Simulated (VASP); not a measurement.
Here is a VASP 6.6.1 calculation.

INCAR

```
ALGO = Normal ; EDIFF = 1E-6
ENCUT = 520 ; ISIF = 2
ISMEAR = -1 ; LASPH = True
LCHARG = False ; LREAL = False
LWAVE = False ; NBANDS = 12
NELM = 60 ; PREC = Accurate
SIGMA = 0.1
```

The input KPOINTS:

```
k-points
0
Gamma
  25 25 25
```

The input POSCAR:

```
Cr
1.0
    0.0000000000      1.7487075450      1.7487075450
    1.7487075450      0.0000000000      1.7487075450
    1.7487075450      1.7487075450      0.0000000000
Cr
1
Direct
    0.0000000000      0.0000000000      0.0000000000
```

Potentials or basis: VASP PAW LDA potentials, release 64 (Cr_pv).

The run is started by

```console
$ cat potpaw_LDA.64/Cr_pv/POTCAR > POTCAR
$ mpirun -np 1 vasp_std > vasp.out
```

Predict the band gap on the k mesh.

zero (bands 6 and 7 overlap by 3.37 eV).

Estimate the pressure.

12.4 GPa.

Caveat: the cell stands under pressure; the run has no spin polarisation, though such a crystal can be magnetic. Spin polarisation is off, so any magnetic state and its effect on volume and gap are missing.
